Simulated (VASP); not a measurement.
# LiBe16 (a cell with a defect) in VASP: notebook

The runs below take LiBe16 (a cell with a defect) through single point, with PBE.

Program: VASP 6.6.1. These are calculated values, not measurements. Logs are shortened: lines on timing, memory, paths and dates and some standing lists are left out, and cuts for length are marked.

## 1. The cell of the first run

The cell holds a defect, 17 atoms: a = 4.580 Å, b = 3.966 Å, c = 7.177 Å, α = 90.00°, β = 90.00°, γ = 90.00°.

## 2. Single point, PBE

Contents of INCAR:

```
PREC = Accurate
ENCUT = 520
EDIFF = 1E-6
ISMEAR = 0
SIGMA = 0.1
LREAL = Auto
LASPH = True
NELM = 100
ALGO = Normal
ISIF = 2
LWAVE = False
LCHARG = False
GGA = PE
NBANDS = 32
```

Contents of KPOINTS:

```
Automatic mesh
0
Gamma
  4 4 3
```

Contents of POSCAR:

```
LiBe16
1.0
   -2.2900000000     -3.9663960000      0.0000000000
    3.4350000000     -1.9831980000      0.0000000000
    0.0000000000      0.0000000000      7.1768600000
Be Li
16 1
Direct
    0.7577937376      0.5434163645      0.0069176447
    0.4916257465      0.3446432703      0.2522620624
    0.7269425614      0.3370594063      0.5077698003
    0.4914870797      0.3441409272      0.7626109945
    0.5124273864      0.0280239519      0.0068364502
    0.2621778385      0.8497343412      0.2518875227
    0.5318830974     -0.0566875775      0.5063653345
    0.2619067744      0.8501448648      0.7621248091
    0.2602418082      0.5352971719      0.0071926004
    0.0051296033      0.4055443534      0.2527403071
    0.3248262514      0.5418789435      0.5071937545
    0.0049992942      0.4059665778      0.7610383621
    0.0163977509      0.0496720152      0.0069983780
    0.7673654947      0.9064452670      0.2531150521
   -0.0604004531     -0.2763366586      0.5066891379
    0.7667646801      0.9065766780      0.7602267252
    0.1262332484      0.1324299031      0.5071309644
```

Potentials or basis: VASP PAW PBE potentials, release 64 (Be, Li_sv).

Run with:

```sh
cat potpaw_PBE.64/Be/POTCAR potpaw_PBE.64/Li_sv/POTCAR > POTCAR
mpirun -np 1 vasp_std > vasp.out
```

OUTCAR:

```text
PREC = Accurate
   ENCUT = 520
   EDIFF = 1E-6
   ISMEAR = 0
   LREAL = Auto
   LASPH = True
   NELM = 100
   ISIF = 2
   GGA = PE

 ion  position               nearest neighbor table
   1  0.758  0.543  0.007-  12 2.17  10 2.17   5 2.23   4 2.28   9 2.28  14 2.28   2 2.28  16 2.28
                            13 2.29   9 2.30  13 2.33   5 2.33
   2  0.492  0.345  0.252-   3 2.13  11 2.13  14 2.15   5 2.17   9 2.19   6 2.23  10 2.24   6 2.26
                             1 2.28  10 2.36
   3  0.727  0.337  0.508-   7 1.80  15 1.82  17 2.00  11 2.01   4 2.12   2 2.13  12 2.24  10 2.25

   4  0.491  0.344  0.763-   3 2.12  11 2.13  16 2.15   5 2.16   9 2.19   8 2.22  12 2.24   8 2.27
                             1 2.28  12 2.36
   5  0.512  0.028  0.007-   4 2.16   2 2.17  14 2.17  16 2.17   8 2.21   6 2.22   1 2.23   9 2.27
                            13 2.27  13 2.31   9 2.32   1 2.33
   6  0.262  0.850  0.252-  10 2.12   9 2.15   5 2.22  11 2.22   2 2.23  13 2.23   7 2.24  17 2.24
                             2 2.26  14 2.28  14 2.32
   7  0.532  0.943  0.506-   3 1.80  11 1.85  17 2.00  15 2.06  14 2.12  16 2.12   6 2.24   8 2.24
[... 9 lines left out ...]
  12  0.005  0.406  0.761-   8 2.12   1 2.17   9 2.18  17 2.19   3 2.24  15 2.24   4 2.24  16 2.26
                            13 2.26  16 2.27   4 2.36
  13  0.016  0.050  0.007-  14 2.18  16 2.18   9 2.23   8 2.23   6 2.23  10 2.26  12 2.26   5 2.27
                             1 2.29   5 2.31   9 2.33   1 2.33
  14  0.767  0.906  0.253-  15 2.11   7 2.12   2 2.15   5 2.17  13 2.18  10 2.26  10 2.27   6 2.28
                             1 2.28   6 2.32
  15  0.940  0.724  0.507-   3 1.82  17 1.83  11 1.91   7 2.06  14 2.11  16 2.11  10 2.24  12 2.24
                            17 2.50
  16  0.767  0.907  0.760-  15 2.11   7 2.12   4 2.15   5 2.17  13 2.18  12 2.26  12 2.27   8 2.28
                             1 2.28   8 2.32
  17  0.126  0.132  0.507-  15 1.83  11 1.86   3 2.00   7 2.00  12 2.19  10 2.19   8 2.23   6 2.24
                            15 2.50

  LATTYP: Found a simple orthorhombic cell.
 ALAT       =     3.9663962620
 B/A-ratio  =     1.1547004875
 C/A-ratio  =     1.8094157835

  Lattice vectors:

 A1 = (  -3.4350000000,   1.9831980000,   0.0000000000)
 A2 = (  -2.2900000000,  -3.9663960000,   0.0000000000)
 A3 = (   0.0000000000,   0.0000000000,   7.1768600000)

Analysis of symmetry for initial positions (statically):
=====================================================================
 Subroutine PRICEL returns:
 Original cell was already a primitive cell.

 Routine SETGRP: Setting up the symmetry group for a
 simple orthorhombic supercell.

 Subroutine GETGRP returns: Found  1 space group operations
 (whereof  1 operations were pure point group operations)
 out of a pool of  8 trial point group operations.

The static configuration has the point symmetry C_1 .

Analysis of symmetry for dynamics (positions and initial velocities):
=====================================================================
 Subroutine PRICEL returns:
 Original cell was already a primitive cell.

 Routine SETGRP: Setting up the symmetry group for a
 simple orthorhombic supercell.

 Subroutine GETGRP returns: Found  1 space group operations
 (whereof  1 operations were pure point group operations)
 out of a pool of  8 trial point group operations.

The dynamic configuration has the point symmetry C_1 .

 Subroutine INISYM returns: Found  1 space group operations
 (whereof  1 operations are pure point group operations),
 and found     1 'primitive' translations

----------------------------------------------------------------------------------------

                                     Primitive cell

  volume of cell :     130.3755

  direct lattice vectors                    reciprocal lattice vectors
    -2.290000000 -3.966396000  0.000000000    -0.109170306 -0.189088533  0.000000000
     3.435000000 -1.983198000  0.000000000     0.218340611 -0.126059022  0.000000000
     0.000000000  0.000000000  7.176860000     0.000000000  0.000000000  0.139336702

  length of vectors
     4.579999697  3.966396262  7.176860000     0.218340626  0.252118027  0.139336702

  position of ions in fractional coordinates (direct lattice)
     0.757793738  0.543416364  0.006917645
     0.491625746  0.344643270  0.252262062
     0.726942561  0.337059406  0.507769800
     0.491487080  0.344140927  0.762610995
     0.512427386  0.028023952  0.006836450
     0.262177839  0.849734341  0.251887523
[... 9 lines left out ...]
     0.766764680  0.906576678  0.760226725
     0.126233248  0.132429903  0.507130964

  ion indices of the primitive-cell ions
   primitive index   ion index
                 1           1
                 2           2
                 3           3
                 4           4
                 5           5
                 6           6
[... 9 lines left out ...]
                16          16
                17          17

----------------------------------------------------------------------------------------

 KPOINTS: Automatic mesh

Automatic generation of k-mesh.
 Grid dimensions read from file:
 generate k-points for:    4    4    3

 Generating k-lattice:

  Cartesian coordinates                     Fractional coordinates (reciprocal lattice)
    -0.027292576 -0.047272133  0.000000000     0.250000000  0.000000000  0.000000000
     0.054585153 -0.031514755  0.000000000     0.000000000  0.250000000  0.000000000
     0.000000000  0.000000000  0.046445567     0.000000000  0.000000000  0.333333333

  Length of vectors
     0.054585156  0.063029507  0.046445567

  Shift w.r.t. Gamma in fractional coordinates (k-lattice)
     0.000000000  0.000000000  0.000000000

 Subroutine IBZKPT returns following result:
 ===========================================

 Found     26 irreducible k-points:

 Following reciprocal coordinates:
            Coordinates               Weight
  0.000000  0.000000  0.000000      1.000000
  0.250000  0.000000  0.000000      2.000000
  0.500000  0.000000  0.000000      1.000000
  0.000000  0.250000  0.000000      2.000000
  0.250000  0.250000  0.000000      2.000000
 -0.250000  0.250000  0.000000      2.000000
[... 16 lines left out ...]
  0.000000  0.500000  0.333333      2.000000
  0.250000  0.500000  0.333333      2.000000
 [... further k-points ...]
   k-points           NKPTS =     26   k-points in BZ     NKDIM =     26   number of bands    NBANDS=     32
   number of dos      NEDOS =    301   number of ions     NIONS =     17
   total plane-waves  NPLWV =  58320
   dimension x,y,z NGX =    36 NGY =   30 NGZ =   54
   dimension x,y,z NGXF=    72 NGYF=   60 NGZF=  108
   ions per type =              16   1
   NGX,Y,Z   is equivalent  to a cutoff of  13.07, 12.57, 12.51 a.u.
   NGXF,Y,Z  is equivalent  to a cutoff of  26.13, 25.15, 25.02 a.u.
 SYSTEM =  unknown system
   PREC   = accura    normal or accurate (medium, high low for compatibility)
   ISTART =      0    job   : 0-new  1-cont  2-samecut
   ICHARG =      2    charge: 1-file 2-atom 10-const
   ISPIN  =      1    spin polarized calculation?
   LNONCOLLINEAR =      F non collinear calculations
   LSORBIT =      F    spin-orbit coupling
   LASPH  =      T    aspherical Exc in radial PAW
   ENCUT  =  520.0 eV  38.22 Ry    6.18 a.u.   8.52  7.37 13.34*2*pi/ulx,y,z
   NELM   =    100;   NELMIN=  2; NELMDL= -5     # of ELM steps
   EDIFF  = 0.1E-05   stopping-criterion for ELM
   LREAL  =      T    real-space projection
   EDIFFG = 0.1E-04   stopping-criterion for IOM
   NSW    =      0    number of steps for IOM
[... 5 lines left out ...]
   TEBEG  =    0.0;   TEEND  =   0.0 temperature during run
   PSTRESS=    0.0 pullay stress
   NELECT =      35.0000    total number of electrons
   NUPDOWN=      -1.0000    fix difference up-down
   EMIN   =  10.00;   EMAX   =-10.00  energy-range for DOS
   EFERMI =   0.00;   METHOD = LEGACY
   ISMEAR =     0;   SIGMA  =   0.10  broadening in eV -4-tet -1-fermi 0-gaus
   EFERMI_NEDOS =   21; number of points for ismear=-14 and -15
   IALGO  =     38    algorithm
   IMIX   =      4    mixing-type and parameters
     AMIX     =   0.40;   BMIX     =  1.00
     AMIX_MAG =   1.60;   BMIX_MAG =  1.00
  volume/ion in A,a.u.               =       7.67        51.75
  Fermi-wavevector in a.u.,A,eV,Ry     =   1.056085  1.995711 15.174786  1.115315
  Thomas-Fermi vector in A             =   2.191307
   LORBIT       =      0    0 simple, 1 ext, 2 COOP (PROOUT), +10 PAW based schemes
   GGA     = PE    functional components
   LHFCALC =     F    Hartree Fock is set to
   AEXX    =    0.0000 exact exchange contribution
   IVDW    =     0    specifies the selected vdW correction
   LEPSILON=     F    determine dielectric tensor
   LRPA    =     F    only Hartree local field effects (RPA)
 non-spin polarized calculation
 Gauss-broadening in eV      SIGMA  =   0.10
  energy-cutoff  :      520.00
  volume of cell :      130.38
 maximum number of plane-waves:      3529
 NGX is ok and might be reduce to    36
   NGX = 17   NGY = 15   NGZ = 27

 number of electron      34.9999998 magnetization

 Free energy of the ion-electron system (eV)
  ---------------------------------------------------
  ext. energy  EPLUGINS =         0.00000000
  ---------------------------------------------------
  free energy    TOTEN  =       -57.51269352 eV

  energy without entropy =      -57.49412782  energy(sigma->0) =      -57.50341067

 E-fermi :   7.2736     XC(G=0): -10.6558

 val. band max:        7.2668774954   @ k =   0.0000   0.5000   0.3333
 cond. band min:       7.2923021399   @ k =  -0.2500   0.2500   0.0000
 fundamental gap:      0.0254246445
 Fermi energy:         7.2736112894

 k-point     1 :       0.0000    0.0000    0.0000
  band No.  band energies     occupation
      1     -38.8851      2.00000
      2      -4.0518      2.00000
      3      -2.1111      2.00000
      4      -1.8826      2.00000
      5       0.9800      2.00000
      6       1.1283      2.00000
[... 757 lines left out ...]
     28      13.3211      0.00000
     29      13.4228      0.00000

 [... further k-points ...]

 [bands above 29 left out]

------------------------ aborting loop because EDIFF is reached ----------------------------------------

  FORCE on cell =-STRESS in cart. coord.  units (eV):
  Direction    XX          YY          ZZ          XY          YZ          ZX
  --------------------------------------------------------------------------------------
  -------------------------------------------------------------------------------------
  Total       10.5227784     15.3651229      2.5029439     -5.3028701      0.0474736      0.0211839
  in kB      129.3138323    188.8211317     30.7585369    -65.1666721      0.5834007      0.2603281
  external PRESSURE =     116.2978336 kB  Pullay stress =       0.0000000 kB

 VOLUME and BASIS-vectors are now :
 -----------------------------------------------------------------------------
  energy-cutoff  :      520.00
  volume of cell :      130.38
      direct lattice vectors                 reciprocal lattice vectors
    -2.290000000 -3.966396000  0.000000000    -0.109170306 -0.189088533  0.000000000
     3.435000000 -1.983198000  0.000000000     0.218340611 -0.126059022  0.000000000
     0.000000000  0.000000000  7.176860000     0.000000000  0.000000000  0.139336702

 POSITION                                       TOTAL-FORCE (eV/Angst)
 -----------------------------------------------------------------------------------
      0.13129     -4.08341      0.04965        -0.002008      0.003424      0.006540
      0.05803     -2.63348      1.81045        -0.004437     -0.002966     -0.006840
     -0.50690     -3.55180      3.64419         0.016097      0.002569     -0.007065
      0.05662     -2.63193      5.47315         0.025824      0.002538     -0.011475
     -1.07720     -2.08807      0.04906        -0.001534      0.003405      0.015983
      2.31845     -2.72509      1.80776         0.014100     -0.007157      0.001082
[... 9 lines left out ...]
      1.35820     -4.83921      5.45604        -0.012522      0.002907      0.000499
      0.16582     -0.76333      3.63961        -0.002738     -0.011116     -0.012635
 -----------------------------------------------------------------------------------
    total drift:                               -0.000481     -0.001592     -0.002457

  FREE ENERGIE OF THE ION-ELECTRON SYSTEM (eV)
  ---------------------------------------------------
  free  energy   TOTEN  =       -57.5126935160 eV

  energy  without entropy=      -57.4941278174  energy(sigma->0) =      -57.50341067
```

It took 4.1 min on 1 thread of Intel Xeon Platinum 8375C at 2.90GHz (Ice Lake), shared host; peak memory 0.26 GiB.

Results:

```
Free energy            : -57.5127 eV
Largest force          : 0.028 eV/Å
Band gap on the k mesh : zero (an odd number of electrons rules out a gap without spin polarisation)
```

Forces in eV/Å, atoms in the order of the input:
```
Be  -0.002  0.003  0.007
Be  -0.004 -0.003 -0.007
Be   0.016  0.003 -0.007
Be   0.026  0.003 -0.011
Be  -0.002  0.003  0.016
Be   0.014 -0.007  0.001
Be  -0.018  0.001  0.003
Be  -0.004 -0.007  0.005
Be   0.002 -0.008 -0.011
Be  -0.005  0.003  0.008
Be   0.023 -0.012  0.009
Be  -0.008  0.001  0.009
Be  -0.005 -0.004 -0.007
Be  -0.002  0.011 -0.003
Be  -0.017  0.022  0.000
Be  -0.013  0.003  0.000
Li  -0.003 -0.011 -0.013
```

Levels at points of the mesh, in eV from the Fermi level:
```
           k point  band 14  band 15  band 16  band 17  band 18  band 19  band 20  band 21
(0.00, 0.00, 0.00)    -3.35    -3.32    -1.38     0.05     0.29     0.50     0.94     1.24
(0.50, 0.00, 0.00)    -2.32    -2.22    -1.84    -1.55    -0.10     0.24     0.26     0.68
(0.00, 0.50, 0.00)    -3.52    -3.10    -2.62    -2.40    -0.50     0.65     1.18     1.24
(0.50, 0.50, 0.00)    -1.24    -1.13    -0.62    -0.07     0.14     0.49     0.53     1.29
```

Caveat: the k points lie up to 0.40 Å⁻¹ apart, too coarse for converged energies and pressures of a metal; the cutoff is under 1.25 times the usual one of these potentials, so pressure, stress and relaxed cells hold a basis-set (Pulay) error.

[end of part 1 of 2]
